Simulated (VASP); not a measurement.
**Sb: single point with PBE**

Crystal: Sb.

```
CELL_PARAMETERS angstrom
3.26793 0.00000 0.00000
-1.63397 2.83011 0.00000
0.00000 0.00000 5.33000
ATOMIC_POSITIONS crystal
Sb 0.33333 0.66667 0.25000
Sb 0.66667 0.33333 0.75000
```

This cell differs from its parent crystal: equal xx and yy strain of -3 %.

```json
{
  "Program": "VASP 6.6.1",
  "Task": "single point",
  "Functional": "PBE",
  "Potentials or basis": "VASP PAW PBE potentials, release 64 (Sb)",
  "Cutoff": "520 eV",
  "k mesh": "12 × 12 × 7",
  "Occupations": "fermi-dirac, width 0.05 eV",
  "Spin": "no spin polarisation",
  "Dipole correction": "no",
  "Further INCAR settings": "ALGO = Normal; EDIFF = 1e-06; NBANDS = 12"
}
```

| Item | Value |
| --- | --- |
| Pressure | 7.8 GPa |
| Band gap on the k mesh | zero (band 5 reaches 14.42 eV, above the bottom of band 6 at 6.50 eV) |

Stress tensor (GPa, compression positive):
```
8.21 0.00 0.00
0.00 8.21 0.00
0.00 0.00 7.04
```

Levels at points of the mesh, in eV from the Fermi level:
| k point | band 2 | band 3 | band 4 | band 5 | band 6 | band 7 | band 8 | band 9 |
| --- | --- | --- | --- | --- | --- | --- | --- | --- |
| (0.00, 0.00, 0.00) | -9.40 | -6.43 | 3.96 | 3.96 | 5.78 | 5.78 | 6.10 | 8.07 |
| (0.50, 0.00, 0.00) | -8.32 | -4.51 | -3.32 | -2.56 | -0.32 | 0.36 | 4.06 | 4.41 |

It took 36 s on 1 thread of Intel Xeon 6975P-C (shared host), peak memory 0.18 GiB.

Caveat: the cell differs from its parent crystal (equal xx and yy strain of -3 %); spin-orbit coupling is left out, which moves the levels of the heavy elements.
